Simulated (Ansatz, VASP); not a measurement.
**Two plane-wave programs on Hf5Si**

```xyz
6
Lattice="2.6660 1.5392 4.6876 -2.6660 1.5392 4.6876 0.0000 -3.0784 4.6876" Properties=species:S:1:pos:R:3 pbc="T T T"
Hf    0.0000    0.0000    2.1286
Hf    0.5575    1.5392    4.6876
Hf   -1.6118   -0.2868    4.6876
Hf    0.0000    0.0000   11.9343
Hf    1.0543   -1.2524    4.6876
Si    0.0000    0.0000    7.0314
```

Alike in both runs: task single point; functional PBE; k mesh 6 × 6 × 6; occupations gaussian, width 0.1 eV; no spin polarisation.

```csv
,VASP,Ansatz
version,VASP 6.6.1,Ansatz 0.2.0
potentials or method,"VASP PAW PBE potentials, release 64 (Hf_pv, Si), cutoff 520 eV","scalar-relativistic, plane waves, PAW"
valence electrons in the cell,54,134
```

```tsv
	VASP	Ansatz	Ansatz less VASP
gap on the k mesh at the Fermi level (eV)	none	none	-
pressure (GPa)	9.8	10.3	+0.41
traceless stress, the component that is largest in VASP (GPa)	-2.09	-2.10	-0.012
rms of the force components (eV/Å)	0.081	0.085	+0.0037
```

Atom by atom the forces differ by 0.008 eV/Å (rms over components). A gap of «none» marks a metal or a gap that the smearing closes. With one functional, cell and mesh, what is left measures potentials, basis and numerics. VASP's potentials hold 54 valence electrons a cell and Ansatz's 134, so a difference there can come from the potentials and not from the codes.

Neither program's run includes spin-orbit coupling.
